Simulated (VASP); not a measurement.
# Ca (Cmcm) in VASP: a series of runs, part 2 of 2

VASP 6.6.1. Earlier steps stand in the parts before.

## (3) Single point, PBE

INCAR

```
SYSTEM = Ca
PREC     = Accurate       ! precision mode
ENCUT    = 520            ! plane-wave cutoff, eV
EDIFF    = 1E-6           ! SCF threshold, eV
ISMEAR   = 0              ! smearing method
SIGMA    = 0.1            ! smearing width, eV
LREAL    = .FALSE.        ! projectors in reciprocal space
LASPH    = .TRUE.         ! aspherical terms in the spheres
NELM     = 100            ! most SCF steps
ALGO     = Normal         ! electronic algorithm
ISIF     = 2              ! what is computed and relaxed
LWAVE    = .FALSE.        ! write WAVECAR
LCHARG   = .FALSE.        ! write CHGCAR
GGA      = PE             ! functional
NBANDS   = 17             ! bands
```

KPOINTS

```
Automatic mesh
0
Gamma
  12 12 6
  0.5 0.5 0.5
```

POSCAR

```
Ca
1.0
    1.9712759950     -3.3954901800      0.0000000000
    1.9712759950      3.3954901800      0.0000000000
    0.0000000000      0.0000000000      6.5091117400
Ca
2
Direct
    0.8355866000      0.1644134000      0.2500000000
    0.1644134000      0.8355866000      0.7500000000
```

Potentials or basis: VASP PAW PBE potentials, release 64 (Ca_sv).

The run is started by

```bash
$ cat potpaw_PBE.64/Ca_sv/POTCAR > POTCAR
$ mpirun -np 1 vasp_std > vasp.out
```

OUTCAR:

```text
SYSTEM = Ca
   PREC = Accurate
   ENCUT = 520
   EDIFF = 1E-6
   ISMEAR = 0
   LREAL = .FALSE.
   LASPH = .TRUE.
   NELM = 100
   ISIF = 2
   GGA = PE

 ion  position               nearest neighbor table
   1  0.836  0.164  0.250-
   2  0.164  0.836  0.750-

  LATTYP: Found a base centered orthorhombic cell.
 ALAT       =     3.9425519900
 B/A-ratio  =     1.7224834009
 C/A-ratio  =     1.6509894496

  Lattice vectors:

 A1 = (   1.9712759950,  -3.3954901800,   0.0000000000)
 A2 = (   1.9712759950,   3.3954901800,   0.0000000000)
 A3 = (   0.0000000000,   0.0000000000,   6.5091117400)

Analysis of symmetry for initial positions (statically):
=====================================================================
 Subroutine PRICEL returns:
 Original cell was already a primitive cell.

 Routine SETGRP: Setting up the symmetry group for a
 base centered orthorhombic supercell.

 Subroutine GETGRP returns: Found  8 space group operations
 (whereof  4 operations were pure point group operations)
 out of a pool of  8 trial point group operations.

The static configuration has the point symmetry C_2h.
 The point group associated with its full space group is D_2h.

Analysis of symmetry for dynamics (positions and initial velocities):
=====================================================================
 Subroutine PRICEL returns:
 Original cell was already a primitive cell.

 Routine SETGRP: Setting up the symmetry group for a
 base centered orthorhombic supercell.

 Subroutine GETGRP returns: Found  8 space group operations
 (whereof  4 operations were pure point group operations)
 out of a pool of  8 trial point group operations.

The dynamic configuration has the point symmetry C_2h.
 The point group associated with its full space group is D_2h.

[... 107 lines left out ...]
   TEBEG  =    0.0;   TEEND  =   0.0 temperature during run
   PSTRESS=    0.0 pullay stress
   NELECT =      20.0000    total number of electrons
   NUPDOWN=      -1.0000    fix difference up-down
   EMIN   =  10.00;   EMAX   =-10.00  energy-range for DOS
   EFERMI =   0.00;   METHOD = LEGACY
   ISMEAR =     0;   SIGMA  =   0.10  broadening in eV -4-tet -1-fermi 0-gaus
   EFERMI_NEDOS =   21; number of points for ismear=-14 and -15
   IALGO  =     38    algorithm
   IMIX   =      4    mixing-type and parameters
     AMIX     =   0.40;   BMIX     =  1.00
     AMIX_MAG =   1.60;   BMIX_MAG =  1.00
  volume/ion in A,a.u.               =      43.57       294.01
  Fermi-wavevector in a.u.,A,eV,Ry     =   1.002346  1.894159 13.669737  1.004697
  Thomas-Fermi vector in A             =   2.134827
   LORBIT       =      0    0 simple, 1 ext, 2 COOP (PROOUT), +10 PAW based schemes
   GGA     = PE    functional components
   LHFCALC =     F    Hartree Fock is set to
   AEXX    =    0.0000 exact exchange contribution
   IVDW    =     0    specifies the selected vdW correction
   LEPSILON=     F    determine dielectric tensor
   LRPA    =     F    only Hartree local field effects (RPA)
 non-spin polarized calculation
 Gauss-broadening in eV      SIGMA  =   0.10
  energy-cutoff  :      520.00
  volume of cell :       87.14
 maximum number of plane-waves:      2373
 NGX is ok and might be reduce to    30
   NGX = 15   NGY = 15   NGZ = 25

 number of electron      20.0000001 magnetization

 Free energy of the ion-electron system (eV)
  ---------------------------------------------------
  ext. energy  EPLUGINS =         0.00000000
  ---------------------------------------------------
  free energy    TOTEN  =        -3.85376179 eV

  energy without entropy =       -3.84219995  energy(sigma->0) =       -3.84798087

 E-fermi :   1.9025     XC(G=0):  -7.6371

 val. band max:        1.8840225431   @ k =  -0.2083   0.0417   0.0833
 cond. band min:       1.9134285474   @ k =  -0.2083   0.2083   0.0833
 fundamental gap:      0.0294060042
 Fermi energy:         1.9024691422

 k-point     1 :       0.0417    0.0417    0.0833
  band No.  band energies     occupation
      1     -40.2464      2.00000
      2     -40.2360      2.00000
      3     -21.2761      2.00000
      4     -21.1897      2.00000
      5     -21.1894      2.00000
      6     -21.1756      2.00000
[... 457 lines left out ...]
      4     -21.2550      2.00000
      5     -21.2303      2.00000
      6     -21.2251      2.00000
[... 9 lines left out ...]
     16       5.1509      0.00000
     17       5.5943      0.00000

 [... further k-points ...]
[... 5 lines left out ...]
  --------------------------------------------------------------------------------------
  -------------------------------------------------------------------------------------
  Total       -0.2760379     -0.2072339     -0.2363398      0.0000000      0.0000000      0.0000000
  in kB       -5.0754864     -3.8103929     -4.3455599      0.0000000      0.0000000      0.0000000
  external PRESSURE =      -4.4104797 kB  Pullay stress =       0.0000000 kB

 VOLUME and BASIS-vectors are now :
 -----------------------------------------------------------------------------
  energy-cutoff  :      520.00
  volume of cell :       87.14
      direct lattice vectors                 reciprocal lattice vectors
     1.971275995 -3.395490180  0.000000000     0.253642819 -0.147254144  0.000000000
     1.971275995  3.395490180  0.000000000     0.253642819  0.147254144  0.000000000
     0.000000000  0.000000000  6.509111740     0.000000000  0.000000000  0.153630793

 POSITION                                       TOTAL-FORCE (eV/Angst)
 -----------------------------------------------------------------------------------
      1.97128     -2.27896      1.62728         0.000000      0.015100      0.000000
      1.97128      2.27896      4.88183         0.000000     -0.015100     -0.000000
 -----------------------------------------------------------------------------------
    total drift:                                0.000000     -0.000000      0.000000

  FREE ENERGIE OF THE ION-ELECTRON SYSTEM (eV)
  ---------------------------------------------------
  free  energy   TOTEN  =        -3.8537617938 eV

  energy  without entropy=       -3.8421999487  energy(sigma->0) =       -3.84798087
```

OSZICAR:

```text
N       E                     dE             d eps       ncg     rms          rms(c)
DAV:   1     0.168749654114E+03    0.16875E+03   -0.10074E+04  4284   0.106E+03
DAV:   2     0.535778439203E+01   -0.16339E+03   -0.16140E+03  4847   0.314E+02
DAV:   3    -0.356122005516E+01   -0.89190E+01   -0.88627E+01  8278   0.528E+01
DAV:   4    -0.385553616447E+01   -0.29432E+00   -0.29385E+00  5402   0.103E+01
DAV:   5    -0.387084504361E+01   -0.15309E-01   -0.15299E-01  7242   0.151E+00    0.310E+00
DAV:   6    -0.385734415044E+01    0.13501E-01   -0.25513E-02  5522   0.149E+00    0.189E+00
DAV:   7    -0.385453885686E+01    0.28053E-02   -0.34922E-02  5531   0.193E+00    0.133E-01
DAV:   8    -0.385372204383E+01    0.81681E-03   -0.36398E-03  5383   0.510E-01    0.224E-02
DAV:   9    -0.385375844062E+01   -0.36397E-04   -0.32547E-04  8024   0.775E-02    0.211E-02
DAV:  10    -0.385376437599E+01   -0.59354E-05   -0.40732E-05  5354   0.603E-02    0.108E-02
DAV:  11    -0.385376185725E+01    0.25187E-05   -0.43389E-06  6103   0.206E-02    0.377E-03
DAV:  12    -0.385376179385E+01    0.63402E-07   -0.17661E-07  4512   0.295E-03
   1 F= -.38537618E+01 E0= -.38479809E+01  d E =-.115618E-01
```

It took 60 s on 1 thread of Intel Xeon 6975P-C (Granite Rapids), shared host; peak memory 0.3 GiB.

Results:

- Free energy: -3.8538 eV
- Pressure: -0.4 GPa
- Largest force: 0.015 eV/Å
- Band gap on the k mesh: zero (band 10 reaches 2.06 eV, above the bottom of band 11 at 1.76 eV)

Forces in eV/Å, atoms in the order of the input:
```
Ca   0.000  0.015  0.000
Ca   0.000 -0.015  0.000
```

Stress tensor (GPa, compression positive):
```
-0.51  0.00  0.00
 0.00 -0.38  0.00
 0.00  0.00 -0.43
```

Levels at points of the mesh, in eV from the Fermi level:
| k point | band 6 | band 7 | band 8 | band 9 | band 10 | band 11 | band 12 | band 13 | band 14 | band 15 |
| --- | --- | --- | --- | --- | --- | --- | --- | --- | --- | --- |
| (0.04, 0.04, 0.08) | -23.08 | -23.08 | -23.07 | -3.93 | -1.20 | -0.13 | 1.99 | 2.27 | 2.28 | 2.39 |
